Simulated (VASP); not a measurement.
# Rb (I4/mmm) in VASP: notebook

The runs below take Rb through single point, with PBE.

Everything below comes from runs of VASP 6.6.1. Logs are shortened: lines on timing, memory, paths and dates and some standing lists are left out, and cuts for length are marked.

## 1. The cell of the first run

Symmetry: I4/mmm, No. 139, tetragonal system. The conventional cell has a = 5.605 Å, b = 5.605 Å, c = 5.381 Å, α = 90.00°, β = 90.00°, γ = 90.00°.

## 2. Single point, PBE

File INCAR:

```
PREC = Accurate ; ENCUT = 500
EDIFF = 1E-6 ; ISMEAR = -1
SIGMA = 0.05 ; LREAL = False
LASPH = True ; NELM = 120
ALGO = Normal ; ISIF = 2
LWAVE = False ; LCHARG = False
GGA = PE ; NBANDS = 10
GGA_COMPAT = False
```

File KPOINTS:

```
Automatic mesh
0
Gamma
  6 6 6
```

File POSCAR:

```
Rb
1.0
   -2.8025000000      2.8025000000      2.6904000000
    2.8025000000     -2.8025000000      2.6904000000
    2.8025000000      2.8025000000     -2.6904000000
Rb
1
Direct
    0.0000000000      0.0000000000      0.0000000000
```

Potentials or basis: VASP PAW PBE potentials, release 64 (Rb_sv).

Launch:

```bash
$ cat potpaw_PBE.64/Rb_sv/POTCAR > POTCAR
$ mpirun -np 1 vasp_std > vasp.out
```

OUTCAR:

```text
PREC = Accurate
   ENCUT = 500
   EDIFF = 1E-6
   ISMEAR = -1
   LREAL = False
   LASPH = True
   NELM = 120
   ISIF = 2
   GGA = PE

 ion  position               nearest neighbor table
   1  0.000  0.000  0.000-

  LATTYP: Found a body centered tetragonal cell.
 ALAT       =     5.6050000000
 C/A-ratio  =     0.9600000000

  Lattice vectors:

 A1 = (  -2.8025000000,   2.8025000000,   2.6904000000)
 A2 = (   2.8025000000,  -2.8025000000,   2.6904000000)
 A3 = (   2.8025000000,   2.8025000000,  -2.6904000000)

Analysis of symmetry for initial positions (statically):
=====================================================================
 Subroutine PRICEL returns:
 Original cell was already a primitive cell.

 Routine SETGRP: Setting up the symmetry group for a
 body centered tetragonal supercell.

 Subroutine GETGRP returns: Found 16 space group operations
 (whereof 16 operations were pure point group operations)
 out of a pool of 16 trial point group operations.

The static configuration has the point symmetry D_4h.

Analysis of symmetry for dynamics (positions and initial velocities):
=====================================================================
 Subroutine PRICEL returns:
 Original cell was already a primitive cell.

 Routine SETGRP: Setting up the symmetry group for a
 body centered tetragonal supercell.

 Subroutine GETGRP returns: Found 16 space group operations
 (whereof 16 operations were pure point group operations)
 out of a pool of 16 trial point group operations.

The dynamic configuration has the point symmetry D_4h.

 Subroutine INISYM returns: Found 16 space group operations
 (whereof 16 operations are pure point group operations),
 and found     1 'primitive' translations

----------------------------------------------------------------------------------------

                                     Primitive cell

  volume of cell :      84.5217

  direct lattice vectors                    reciprocal lattice vectors
    -2.802500000  2.802500000  2.690400000     0.000000000  0.178412132  0.185845971
     2.802500000 -2.802500000  2.690400000     0.178412132  0.000000000  0.185845971
     2.802500000  2.802500000 -2.690400000     0.178412132  0.178412132  0.000000000

  length of vectors
     4.790225951  4.790225951  4.790225951     0.257623007  0.257623007  0.252312857

  position of ions in fractional coordinates (direct lattice)
     0.000000000  0.000000000  0.000000000
[... 79 lines left out ...]
   NSW    =      0    number of steps for IOM
   IBRION =     -1    ionic relax: 0-MD 1-quasi-New 2-CG
   NFREE  =      0    steps in history (QN), initial steepest desc. (CG)
   ISIF   =      2    stress and relaxation
   ISYM   =      2    0-nonsym 1-usesym 2-fastsym
   POTIM  = 0.5000    time-step for ionic-motion
   TEBEG  =    0.0;   TEEND  =   0.0 temperature during run
   PSTRESS=    0.0 pullay stress
   NELECT =       9.0000    total number of electrons
   NUPDOWN=      -1.0000    fix difference up-down
   EMIN   =  10.00;   EMAX   =-10.00  energy-range for DOS
   EFERMI =   0.00;   METHOD = LEGACY
   ISMEAR =    -1;   SIGMA  =   0.05  broadening in eV -4-tet -1-fermi 0-gaus
   EFERMI_NEDOS =   21; number of points for ismear=-14 and -15
   IALGO  =     38    algorithm
   IMIX   =      4    mixing-type and parameters
     AMIX     =   0.40;   BMIX     =  1.00
     AMIX_MAG =   1.60;   BMIX_MAG =  1.00
  volume/ion in A,a.u.               =      84.52       570.38
  Fermi-wavevector in a.u.,A,eV,Ry     =   0.775949  1.466330  8.192017  0.602096
  Thomas-Fermi vector in A             =   1.878323
   LORBIT       =      0    0 simple, 1 ext, 2 COOP (PROOUT), +10 PAW based schemes
   GGA     = PE    functional components
   LHFCALC =     F    Hartree Fock is set to
   AEXX    =    0.0000 exact exchange contribution
   IVDW    =     0    specifies the selected vdW correction
   LEPSILON=     F    determine dielectric tensor
   LRPA    =     F    only Hartree local field effects (RPA)
 non-spin polarized calculation
  energy-cutoff  :      500.00
  volume of cell :       84.52
 maximum number of plane-waves:      2174
   NGX = 17   NGY = 17   NGZ = 17

 number of electron       9.0000000 magnetization

 Free energy of the ion-electron system (eV)
  ---------------------------------------------------
  ext. energy  EPLUGINS =         0.00000000
  ---------------------------------------------------
  free energy    TOTEN  =        -0.92230567 eV

  energy without entropy =       -0.90748963  energy(sigma->0) =       -0.91489765

 E-fermi :   0.1995     XC(G=0):  -5.6471

 val. band max:        0.1766702607   @ k =   0.5000   0.3333  -0.0000
 cond. band min:       0.2082036968   @ k =   0.5000   0.1667  -0.0000
 fundamental gap:      0.0315334361
 Fermi energy:         0.1994869480

 k-point     1 :       0.0000    0.0000    0.0000
  band No.  band energies     occupation
      1     -28.6818      2.00000
      2     -12.7160      2.00000
      3     -12.7160      2.00000
      4     -12.7154      2.00000
      5      -1.8871      2.00000
      6       3.7878      0.00000
      7       4.0107      0.00000
      8       4.0107      0.00000
      9       4.7625      0.00000
     10       5.0708      0.00000
[... 287 lines left out ...]
 k-point    24 :      -0.1667   -0.3333    0.1667
  band No.  band energies     occupation
      1     -28.6759      2.00000
      2     -12.8048      2.00000
      3     -12.7589      2.00000
      4     -12.7412      2.00000
      5      -0.2390      1.99969
      6       2.1146      0.00000
      7       3.0539      0.00000
      8       3.5532      0.00000
      9       5.0968      0.00000
     10       5.1958      0.00000

 [... further k-points ...]

------------------------ aborting loop because EDIFF is reached ----------------------------------------

  FORCE on cell =-STRESS in cart. coord.  units (eV):
  Direction    XX          YY          ZZ          XY          YZ          ZX
  --------------------------------------------------------------------------------------
  -------------------------------------------------------------------------------------
  Total        0.1418617      0.1418617      0.1315075      0.0000000      0.0000000      0.0000000
  in kB        2.6891046      2.6891046      2.4928328      0.0000000      0.0000000      0.0000000
  external PRESSURE =       2.6236807 kB  Pullay stress =       0.0000000 kB

 VOLUME and BASIS-vectors are now :
 -----------------------------------------------------------------------------
  energy-cutoff  :      500.00
  volume of cell :       84.52
      direct lattice vectors                 reciprocal lattice vectors
    -2.802500000  2.802500000  2.690400000     0.000000000  0.178412132  0.185845971
     2.802500000 -2.802500000  2.690400000     0.178412132  0.000000000  0.185845971
     2.802500000  2.802500000 -2.690400000     0.178412132  0.178412132  0.000000000

 POSITION                                       TOTAL-FORCE (eV/Angst)
 -----------------------------------------------------------------------------------
      0.00000      0.00000      0.00000         0.000000      0.000000      0.000000
 -----------------------------------------------------------------------------------
    total drift:                               -0.000000      0.000000      0.000000

  FREE ENERGIE OF THE ION-ELECTRON SYSTEM (eV)
  ---------------------------------------------------
  free  energy   TOTEN  =        -0.9223056721 eV

  energy  without entropy=       -0.9074896324  energy(sigma->0) =       -0.91489765
```

OSZICAR:

```text
N       E                     dE             d eps       ncg     rms          rms(c)
DAV:   1     0.433997297193E+02    0.43400E+02   -0.31460E+03   600   0.634E+02
DAV:   2     0.185007851243E+01   -0.41550E+02   -0.40551E+02   660   0.126E+02
DAV:   3    -0.795998798227E+00   -0.26461E+01   -0.26417E+01   760   0.321E+01
DAV:   4    -0.918510586877E+00   -0.12251E+00   -0.12204E+00   852   0.609E+00
DAV:   5    -0.921215563650E+00   -0.27050E-02   -0.27048E-02   812   0.770E-01    0.137E+00
DAV:   6    -0.921445605377E+00   -0.23004E-03   -0.21222E-03   824   0.265E-01    0.828E-01
DAV:   7    -0.922192484633E+00   -0.74688E-03   -0.33964E-03   696   0.331E-01    0.515E-02
DAV:   8    -0.922294733397E+00   -0.10225E-03   -0.13473E-04   682   0.908E-02    0.200E-02
DAV:   9    -0.922305784157E+00   -0.11051E-04   -0.11928E-05   854   0.264E-02    0.491E-03
DAV:  10    -0.922305672067E+00    0.11209E-06   -0.41061E-06   738   0.113E-02
   1 F= -.92230567E+00 E0= -.91489765E+00  d E =-.148160E-01
```

stdout:

```text
POSCAR found type information on POSCAR Rb
 POSCAR found :  1 types and       1 ions
 scaLAPACK will be used
 LDA part: xc-table for (Slater+PW92), standard interpolation
 POSCAR, INCAR and KPOINTS ok, starting setup
 FFT: planning ... GRIDC
 FFT: planning ... GRID_SOFT
 FFT: planning ... GRID
 WAVECAR not read
 entering main loop
```

It took 23 s on 1 thread of Intel Xeon 8259CL, shared host; peak memory 0.2 GiB.

What came out:

```yaml
Free_energy: -0.9223 eV
Pressure: 0.3 GPa
Band_gap_on_the_k_mesh: zero (an odd number of electrons rules out a gap without spin polarisation)
```

Levels at points of the mesh, in eV from the Fermi level:
```
           k point  band 2  band 3  band 4  band 5  band 6  band 7
(0.00, 0.00, 0.00)  -12.92  -12.92  -12.91   -2.09    3.59    3.81
(0.50, 0.00, 0.00)  -13.04  -12.96  -12.92    0.23    0.86    2.51
(0.50, 0.50, 0.00)  -13.04  -12.95  -12.91    0.16    0.76    2.74
(0.50, 0.50, 0.50)  -13.01  -13.01  -13.00    1.13    1.24    3.30
```

## 3. Single point, PBE

This run uses another cell than the first one, of 91.57 Å³/atom.

File INCAR:

```
SYSTEM = Rb
PREC = Accurate
ENCUT = 500
EDIFF = 1E-6
ISMEAR = -1
SIGMA = 0.05
LREAL = .FALSE.
LASPH = .TRUE.
NELM = 120
ALGO = Normal
ISIF = 2
LWAVE = .FALSE.
LCHARG = .FALSE.
GGA = PE
NBANDS = 10
GGA_COMPAT = .FALSE.
```

File KPOINTS:

```
regular mesh
0
G
  6 6 6
  0 0 0
```

File POSCAR:

```
Rb
1.0
   -2.8025000000      2.8025000000      2.9146000000
    2.8025000000     -2.8025000000      2.9146000000
    2.8025000000      2.8025000000     -2.9146000000
Rb
1
Direct
    0.0000000000      0.0000000000      0.0000000000
```

Potentials or basis: VASP PAW PBE potentials, release 64 (Rb_sv).

Launch:

```bash
$ cat potpaw_PBE.64/Rb_sv/POTCAR > POTCAR
$ mpirun -np 1 vasp_std > vasp.out
```

OUTCAR:

```text
SYSTEM = Rb
   PREC = Accurate
   ENCUT = 500
   EDIFF = 1E-6
   ISMEAR = -1
   LREAL = .FALSE.
   LASPH = .TRUE.
   NELM = 120
   ISIF = 2
   GGA = PE

 ion  position               nearest neighbor table
   1  0.000  0.000  0.000-

  LATTYP: Found a body centered tetragonal cell.
 ALAT       =     5.6050000000
 C/A-ratio  =     1.0400000000

  Lattice vectors:

 A1 = (  -2.8025000000,   2.8025000000,   2.9146000000)
 A2 = (   2.8025000000,  -2.8025000000,   2.9146000000)
 A3 = (   2.8025000000,   2.8025000000,  -2.9146000000)

Analysis of symmetry for initial positions (statically):
=====================================================================
 Subroutine PRICEL returns:
 Original cell was already a primitive cell.

 Routine SETGRP: Setting up the symmetry group for a
 body centered tetragonal supercell.

 Subroutine GETGRP returns: Found 16 space group operations
 (whereof 16 operations were pure point group operations)
 out of a pool of 16 trial point group operations.

The static configuration has the point symmetry D_4h.

Analysis of symmetry for dynamics (positions and initial velocities):
=====================================================================
 Subroutine PRICEL returns:
 Original cell was already a primitive cell.

 Routine SETGRP: Setting up the symmetry group for a
 body centered tetragonal supercell.

 Subroutine GETGRP returns: Found 16 space group operations
 (whereof 16 operations were pure point group operations)
 out of a pool of 16 trial point group operations.

The dynamic configuration has the point symmetry D_4h.

 Subroutine INISYM returns: Found 16 space group operations
 (whereof 16 operations are pure point group operations),
 and found     1 'primitive' translations

----------------------------------------------------------------------------------------

                                     Primitive cell

  volume of cell :      91.5651

  direct lattice vectors                    reciprocal lattice vectors
[... 110 lines left out ...]
   GGA     = PE    functional components
   LHFCALC =     F    Hartree Fock is set to
   AEXX    =    0.0000 exact exchange contribution
   IVDW    =     0    specifies the selected vdW correction
   LEPSILON=     F    determine dielectric tensor
   LRPA    =     F    only Hartree local field effects (RPA)
 non-spin polarized calculation
  energy-cutoff  :      500.00
  volume of cell :       91.57
 maximum number of plane-waves:      2346
   NGX = 17   NGY = 17   NGZ = 17

 number of electron       9.0000000 magnetization

 Free energy of the ion-electron system (eV)
  ---------------------------------------------------
  ext. energy  EPLUGINS =         0.00000000
  ---------------------------------------------------
  free energy    TOTEN  =        -0.92795714 eV

  energy without entropy =       -0.91305248  energy(sigma->0) =       -0.92050481

 E-fermi :   0.0109     XC(G=0):  -5.4513

 val. band max:       -0.0152351565   @ k =   0.3333   0.1667  -0.0000
 cond. band min:       0.0301092054   @ k =   0.5000   0.1667   0.0000
 fundamental gap:      0.0453443619
 Fermi energy:         0.0109486915

 k-point     1 :       0.0000    0.0000    0.0000
  band No.  band energies     occupation
      1     -28.9068      2.00000
      2     -12.9500      2.00000
      3     -12.9497      2.00000
      4     -12.9497      2.00000
      5      -1.9655      2.00000
      6       3.6118      0.00000
      7       3.6118      0.00000
      8       3.8043      0.00000
      9       4.4648      0.00000
     10       4.7354      0.00000
[... 287 lines left out ...]
 k-point    24 :      -0.1667   -0.3333    0.1667
  band No.  band energies     occupation
      1     -28.9030      2.00000
      2     -13.0154      2.00000
      3     -12.9809      2.00000
      4     -12.9668      2.00000
      5      -0.5362      1.99996
      6       1.9265      0.00000
      7       2.9697      0.00000
      8       3.3360      0.00000
      9       4.5199      0.00000
     10       4.8890      0.00000

 [... further k-points ...]

------------------------ aborting loop because EDIFF is reached ----------------------------------------

  FORCE on cell =-STRESS in cart. coord.  units (eV):
  Direction    XX          YY          ZZ          XY          YZ          ZX
  --------------------------------------------------------------------------------------
  -------------------------------------------------------------------------------------
  Total       -0.0023292     -0.0023292      0.0153283      0.0000000     -0.0000000      0.0000000
  in kB       -0.0407557     -0.0407557      0.2682092      0.0000000     -0.0000000      0.0000000
  external PRESSURE =       0.0622326 kB  Pullay stress =       0.0000000 kB

 VOLUME and BASIS-vectors are now :
 -----------------------------------------------------------------------------
  energy-cutoff  :      500.00
  volume of cell :       91.57
      direct lattice vectors                 reciprocal lattice vectors
    -2.802500000  2.802500000  2.914600000     0.000000000  0.178412132  0.171550127
     2.802500000 -2.802500000  2.914600000     0.178412132  0.000000000  0.171550127
     2.802500000  2.802500000 -2.914600000     0.178412132  0.178412132  0.000000000

 POSITION                                       TOTAL-FORCE (eV/Angst)
 -----------------------------------------------------------------------------------
      0.00000      0.00000      0.00000        -0.000000     -0.000000     -0.000000
 -----------------------------------------------------------------------------------
    total drift:                               -0.000000      0.000000      0.000000

  FREE ENERGIE OF THE ION-ELECTRON SYSTEM (eV)
  ---------------------------------------------------
  free  energy   TOTEN  =        -0.9279571395 eV

  energy  without entropy=       -0.9130524825  energy(sigma->0) =       -0.92050481
```

stdout:

```text
POSCAR found type information on POSCAR Rb
 POSCAR found :  1 types and       1 ions
 scaLAPACK will be used
 LDA part: xc-table for (Slater+PW92), standard interpolation
 POSCAR, INCAR and KPOINTS ok, starting setup
 FFT: planning ... GRIDC
 FFT: planning ... GRID_SOFT
 FFT: planning ... GRID
 WAVECAR not read
 entering main loop
```

Run time: 27 s. Hardware: 1 thread of Intel Xeon 8259CL, shared host; peak memory 0.2 GiB.

Results:

```yaml
Free_energy: -0.9280 eV
Pressure: 0.0 GPa
Band_gap_on_the_k_mesh: zero (an odd number of electrons rules out a gap without spin polarisation)
```

Levels at points of the mesh, in eV from the Fermi level:
| k point | band 1 | band 2 | band 3 | band 4 | band 5 | band 6 | band 7 | band 8 |
| --- | --- | --- | --- | --- | --- | --- | --- | --- |
| (0.00, 0.00, 0.00) | -28.92 | -12.96 | -12.96 | -12.96 | -1.98 | 3.60 | 3.60 | 3.79 |
| (0.50, 0.00, 0.00) | -28.91 | -13.05 | -12.99 | -12.96 | 0.21 | 0.73 | 2.64 | 4.17 |
| (0.50, 0.50, 0.00) | -28.91 | -13.05 | -12.99 | -12.96 | 0.28 | 0.82 | 2.44 | 4.32 |
| (0.50, 0.50, 0.50) | -28.91 | -13.03 | -13.03 | -13.03 | 1.19 | 1.30 | 2.97 | 3.35 |
